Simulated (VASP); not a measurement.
W, 1 atom in the cell. It takes space group Im-3m (No. 229, cubic). Conventional cell: a = 3.168 Å, b = 3.168 Å, c = 3.168 Å, α = 90.00°, β = 90.00°, γ = 90.00°. Within 3.6 Å of W (site symmetry m-3m) lie 14 W at 2.74 to 3.17 Å. 

* Program: VASP 6.6.1
* Task: single point
* Functional: r2SCAN
* Potentials or basis: VASP PAW PBE potentials, release 64 (W_sv)
* Cutoff: 520 eV
* k mesh: 18 × 18 × 18
* Occupations: gaussian, width 0.1 eV
* Spin: no spin polarisation
* Dipole correction: no
* Further INCAR settings: ALGO = Normal; EDIFF = 1e-07; NBANDS = 13

Potentials or basis: VASP PAW PBE potentials, release 64 (W_sv).

Launch:

```bash
$ cat potpaw_PBE.64/W_sv/POTCAR > POTCAR
$ cp INCAR.step1 INCAR
$ mpirun -np 1 vasp_std > vasp.out
$ cp INCAR.step2 INCAR
$ mpirun -np 1 vasp_std > vasp.out
```

Hardware: 1 thread of Intel(R) Xeon(R) 6975P-C (Granite Rapids), with other jobs on the host.

Q: How long does it take, and how much memory?

A: It took 51 s on 1 thread of Intel(R) Xeon(R) 6975P-C (Granite Rapids) (shared host), peak memory 0.15 GiB. Counts: k points 195.
